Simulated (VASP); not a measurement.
# Al (Fm-3m) in VASP: settings compared

Al is run at these levels: PBE, r2SCAN; tasks: single point.

All numbers are computed with VASP 6.6.1; they aren't measurements. Logs are shortened: lines on timing, memory, paths and dates and some standing lists are left out, and cuts for length are marked.

## 1. The cell of the first run

It takes space group Fm-3m (No. 225, cubic). Conventional cell: a = 4.040 Å, b = 4.040 Å, c = 4.040 Å, α = 90.00°, β = 90.00°, γ = 90.00°. Al (site symmetry m-3m) has 12 Al at 2.86 Å within 3.8 Å.

## 2. Single point, PBE

The input, INCAR:

```
SYSTEM = Al
PREC = Accurate
ENCUT = 520
EDIFF = 1E-7
ISMEAR = 1
SIGMA = 0.1
LREAL = .FALSE.
LASPH = .TRUE.
NELM = 100
ALGO = Normal
ISIF = 2
LWAVE = .FALSE.
LCHARG = .FALSE.
GGA = PE
NBANDS = 8
```

The input, KPOINTS:

```
regular mesh
0
G
  23 23 23
  0 0 0
```

The input, POSCAR:

```
Al
1.0
    0.0000000000      2.0199079378      2.0199079378
    2.0199079378      0.0000000000      2.0199079378
    2.0199079378      2.0199079378      0.0000000000
Al
1
Direct
    0.0000000000      0.0000000000      0.0000000000
```

Potentials or basis: VASP PAW PBE potentials, release 64 (Al).

The run is started by

```bash
$ cat potpaw_PBE.64/Al/POTCAR > POTCAR
$ mpirun -np 1 vasp_std > vasp.out
```

OUTCAR:

```text
SYSTEM = Al
   PREC = Accurate
   ENCUT = 520
   EDIFF = 1E-7
   ISMEAR = 1
   LREAL = .FALSE.
   LASPH = .TRUE.
   NELM = 100
   ISIF = 2
   GGA = PE

 ion  position               nearest neighbor table
   1  0.000  0.000  0.000-

  LATTYP: Found a face centered cubic cell.
 ALAT       =     4.0398158756

  Lattice vectors:

 A1 = (   0.0000000000,   2.0199079378,   2.0199079378)
 A2 = (   2.0199079378,   0.0000000000,   2.0199079378)
 A3 = (   2.0199079378,   2.0199079378,   0.0000000000)

Analysis of symmetry for initial positions (statically):
=====================================================================
 Subroutine PRICEL returns:
 Original cell was already a primitive cell.

 Routine SETGRP: Setting up the symmetry group for a
 face centered cubic supercell.

 Subroutine GETGRP returns: Found 48 space group operations
[... 9 lines left out ...]

 Routine SETGRP: Setting up the symmetry group for a
 face centered cubic supercell.

 Subroutine GETGRP returns: Found 48 space group operations
[... 11 lines left out ...]
                                     Primitive cell

  volume of cell :      16.4826

  direct lattice vectors                    reciprocal lattice vectors
     0.000000000  2.019907938  2.019907938    -0.247536034  0.247536034  0.247536034
     2.019907938  0.000000000  2.019907938     0.247536034 -0.247536034  0.247536034
     2.019907938  2.019907938  0.000000000     0.247536034  0.247536034 -0.247536034

  length of vectors
     2.856581200  2.856581200  2.856581200     0.428744988  0.428744988  0.428744988

  position of ions in fractional coordinates (direct lattice)
     0.000000000  0.000000000  0.000000000

  ion indices of the primitive-cell ions
   primitive index   ion index
                 1           1

----------------------------------------------------------------------------------------

 KPOINTS: regular mesh

Automatic generation of k-mesh.
 Grid dimensions read from file:
 generate k-points for:   23   23   23

 Generating k-lattice:

  Cartesian coordinates                     Fractional coordinates (reciprocal lattice)
    -0.010762436  0.010762436  0.010762436     0.043478261  0.000000000  0.000000000
     0.010762436 -0.010762436  0.010762436     0.000000000  0.043478261  0.000000000
     0.010762436  0.010762436 -0.010762436     0.000000000  0.000000000  0.043478261

  Length of vectors
     0.018641086  0.018641086  0.018641086

  Shift w.r.t. Gamma in fractional coordinates (k-lattice)
     0.000000000  0.000000000  0.000000000

 Subroutine IBZKPT returns following result:
 ===========================================

 Found    364 irreducible k-points:

 Following reciprocal coordinates:
            Coordinates               Weight
  0.000000  0.000000  0.000000      1.000000
  0.043478  0.000000  0.000000      8.000000
  0.086957  0.000000  0.000000      8.000000
  0.130435  0.000000  0.000000      8.000000
  0.173913  0.000000  0.000000      8.000000
  0.217391  0.000000  0.000000      8.000000
[... 16 lines left out ...]
  0.478261  0.043478  0.000000     24.000000
 -0.478261  0.043478  0.000000     24.000000
 [... further k-points ...]
   k-points           NKPTS =    364   k-points in BZ     NKDIM =    364   number of bands    NBANDS=      8
   number of dos      NEDOS =    301   number of ions     NIONS =      1
   total plane-waves  NPLWV =  13824
   dimension x,y,z NGX =    24 NGY =   24 NGZ =   24
   dimension x,y,z NGXF=    48 NGYF=   48 NGZF=   48
   ions per type =               1
   NGX,Y,Z   is equivalent  to a cutoff of  13.97, 13.97, 13.97 a.u.
   NGXF,Y,Z  is equivalent  to a cutoff of  27.93, 27.93, 27.93 a.u.
 SYSTEM =  Al
   PREC   = accura    normal or accurate (medium, high low for compatibility)
   ISTART =      0    job   : 0-new  1-cont  2-samecut
   ICHARG =      2    charge: 1-file 2-atom 10-const
   ISPIN  =      1    spin polarized calculation?
   LNONCOLLINEAR =      F non collinear calculations
   LSORBIT =      F    spin-orbit coupling
   LASPH  =      T    aspherical Exc in radial PAW
   ENCUT  =  520.0 eV  38.22 Ry    6.18 a.u.   5.31  5.31  5.31*2*pi/ulx,y,z
   NELM   =    100;   NELMIN=  2; NELMDL= -5     # of ELM steps
   EDIFF  = 0.1E-06   stopping-criterion for ELM
   LREAL  =      F    real-space projection
   EDIFFG = 0.1E-05   stopping-criterion for IOM
   NSW    =      0    number of steps for IOM
   IBRION =     -1    ionic relax: 0-MD 1-quasi-New 2-CG
   NFREE  =      0    steps in history (QN), initial steepest desc. (CG)
   ISIF   =      2    stress and relaxation
   ISYM   =      2    0-nonsym 1-usesym 2-fastsym
   POTIM  = 0.5000    time-step for ionic-motion
   TEBEG  =    0.0;   TEEND  =   0.0 temperature during run
   PSTRESS=    0.0 pullay stress
   NELECT =       3.0000    total number of electrons
   NUPDOWN=      -1.0000    fix difference up-down
   EMIN   =  10.00;   EMAX   =-10.00  energy-range for DOS
   EFERMI =   0.00;   METHOD = LEGACY
   ISMEAR =     1;   SIGMA  =   0.10  broadening in eV -4-tet -1-fermi 0-gaus
   EFERMI_NEDOS =   21; number of points for ismear=-14 and -15
   IALGO  =     38    algorithm
   IMIX   =      4    mixing-type and parameters
     AMIX     =   0.40;   BMIX     =  1.00
     AMIX_MAG =   1.60;   BMIX_MAG =  1.00
  volume/ion in A,a.u.               =      16.48       111.23
  Fermi-wavevector in a.u.,A,eV,Ry     =   0.927770  1.753231 11.711313  0.860757
  Thomas-Fermi vector in A             =   2.053875
   LORBIT       =      0    0 simple, 1 ext, 2 COOP (PROOUT), +10 PAW based schemes
   GGA     = PE    functional components
   LHFCALC =     F    Hartree Fock is set to
   AEXX    =    0.0000 exact exchange contribution
   IVDW    =     0    specifies the selected vdW correction
   LEPSILON=     F    determine dielectric tensor
   LRPA    =     F    only Hartree local field effects (RPA)
 non-spin polarized calculation
 Methfessel and Paxton  Order N= 1 SIGMA  =   0.10
  energy-cutoff  :      520.00
  volume of cell :       16.48
 maximum number of plane-waves:       459
 NGX is ok and might be reduce to    24
   NGX = 11   NGY = 11   NGZ = 11

 number of electron       3.0000000 magnetization

 Free energy of the ion-electron system (eV)
  ---------------------------------------------------
  ext. energy  EPLUGINS =         0.00000000
  ---------------------------------------------------
  free energy    TOTEN  =        -3.74517613 eV

  energy without entropy =       -3.74542641  energy(sigma->0) =       -3.74525956

 E-fermi :   8.0023     XC(G=0): -10.2005

 val. band max:        7.9924047642   @ k =  -0.3043   0.4783   0.1739
 cond. band min:       8.0093999223   @ k =  -0.3913   0.3478   0.0000
 fundamental gap:      0.0169951581
 Fermi energy:         8.0022766069

 k-point     1 :       0.0000    0.0000    0.0000
  band No.  band energies     occupation
      1      -3.1307      2.00000
      2      20.6361      0.00000
      3      20.6361      0.00000
      4      20.6361      0.00000
      5      22.1359      0.00000
      6      22.1359      0.00000
      7      22.1359      0.00000
      8      24.4845      0.00000

 k-point     2 :       0.0435    0.0000    0.0000
  band No.  band energies     occupation
      1      -3.0792      2.00000
      2      19.5723      0.00000
      3      20.4283      0.00000
      4      20.4283      0.00000
      5      22.4243      0.00000
      6      22.4243      0.00000
      7      22.6121      0.00000
      8      25.0354      0.00000

 k-point     3 :       0.0870    0.0000    0.0000
  band No.  band energies     occupation
      1      -2.9250      2.00000
      2      17.8747      0.00000
      3      20.0347      0.00000
      4      20.0347      0.00000
      5      22.7970      0.00000
      6      23.0509      0.00000
      7      23.0509      0.00000
      8      26.3983      0.00000

 k-point     4 :       0.1304    0.0000    0.0000
  band No.  band energies     occupation
      1      -2.6684      2.00000
      2      16.1115      0.00000
      3      19.6473      0.00000
      4      19.6473      0.00000
      5      22.7240      0.00000
      6      23.7628      0.00000
      7      23.7628      0.00000
      8      25.5937      0.00000

 k-point     5 :       0.1739    0.0000    0.0000
  band No.  band energies     occupation
      1      -2.3099      2.00000
      2      14.3697      0.00000
      3      19.3187      0.00000
      4      19.3187      0.00000
      5      22.5845      0.00000
      6      24.0140      0.00000
      7      24.0140      0.00000
      8      25.3432      0.00000

 k-point     6 :       0.2174    0.0000    0.0000
  band No.  band energies     occupation
      1      -1.8503      2.00000
      2      12.6787      0.00000
      3      19.0646      0.00000
      4      19.0646      0.00000
      5      22.4507      0.00000
      6      23.3676      0.00000
      7      23.3676      0.00000
      8      26.1227      0.00000

 k-point     7 :       0.2609    0.0000    0.0000
  band No.  band energies     occupation
      1      -1.2906      2.00000
      2      11.0526      0.00000
      3      18.8911      0.00000
      4      18.8911      0.00000
      5      22.3585      0.00000
      6      22.5844      0.00000
      7      22.5844      0.00000
      8      26.5900      0.00000
[... 133 lines left out ...]
 k-point    20 :       0.3478    0.0435    0.0000
  band No.  band energies     occupation
      1      -0.0938      2.00000
      2       8.5479     -0.00000
      3      17.9239      0.00000
      4      19.1491      0.00000
      5      20.1640      0.00000
      6      22.3157      0.00000
      7      22.9602      0.00000
      8      25.7003      0.00000

 k-point    21 :       0.3913    0.0435    0.0000
  band No.  band energies     occupation
      1       0.7265      2.00000
      2       7.1282      2.00000
      3      17.9738      0.00000
      4      19.2062      0.00000
      5      19.5329      0.00000
      6      21.7002      0.00000
      7      23.0591      0.00000
      8      25.0690      0.00000

 k-point    22 :       0.4348    0.0435    0.0000
  band No.  band energies     occupation
      1       1.6414      2.00000
      2       5.7928      2.00000
      3      18.1105      0.00000
      4      18.9825      0.00000
      5      19.3535      0.00000
      6      21.1648      0.00000
      7      23.2429      0.00000
      8      24.4922      0.00000

 k-point    23 :       0.4783    0.0435    0.0000
  band No.  band energies     occupation
      1       2.6476      2.00000
      2       4.5460      2.00000
      3      18.3341      0.00000
      4      18.5222      0.00000
      5      19.5843      0.00000
      6      20.7130      0.00000
      7      23.5134      0.00000
      8      23.9900      0.00000

 k-point    24 :      -0.4783    0.0435    0.0000
  band No.  band energies     occupation
      1       3.3488      2.00000
      2       3.7846      2.00000
      3      18.1488      0.00000
      4      18.6446      0.00000
      5      19.9030      0.00000
      6      20.3463      0.00000
      7      23.5684      0.00000
      8      23.8730      0.00000

 [... further k-points ...]
[... 5 lines left out ...]
  --------------------------------------------------------------------------------------
  -------------------------------------------------------------------------------------
  Total       -0.0023099     -0.0023099     -0.0023099     -0.0000000      0.0000000     -0.0000000
  in kB       -0.2245331     -0.2245331     -0.2245331     -0.0000000      0.0000000     -0.0000000
  external PRESSURE =      -0.2245331 kB  Pullay stress =       0.0000000 kB

 VOLUME and BASIS-vectors are now :
 -----------------------------------------------------------------------------
  energy-cutoff  :      520.00
  volume of cell :       16.48
      direct lattice vectors                 reciprocal lattice vectors
     0.000000000  2.019907938  2.019907938    -0.247536034  0.247536034  0.247536034
     2.019907938  0.000000000  2.019907938     0.247536034 -0.247536034  0.247536034
     2.019907938  2.019907938  0.000000000     0.247536034  0.247536034 -0.247536034

 POSITION                                       TOTAL-FORCE (eV/Angst)
 -----------------------------------------------------------------------------------
      0.00000      0.00000      0.00000         0.000000      0.000000     -0.000000
 -----------------------------------------------------------------------------------
    total drift:                                0.000000     -0.000000     -0.000000

  FREE ENERGIE OF THE ION-ELECTRON SYSTEM (eV)
  ---------------------------------------------------
  free  energy   TOTEN  =        -3.7451761290 eV

  energy  without entropy=       -3.7454264143  energy(sigma->0) =       -3.74525956
```

It took 20 s on 1 thread of Intel Xeon 6975P-C, shared host; peak memory 0.16 GiB.

Results:

| Item | Value |
| --- | --- |
| Free energy | -3.7452 eV |
| Pressure | 0.0 GPa |

Levels at points of the mesh, in eV from the Fermi level:
| k point | band 1 | band 2 | band 3 | band 4 | band 5 | band 6 |
| --- | --- | --- | --- | --- | --- | --- |
| (0.00, 0.00, 0.00) | -11.13 | 12.63 | 12.63 | 12.63 | 14.13 | 14.13 |

(Part 1 of 2 ends here.)
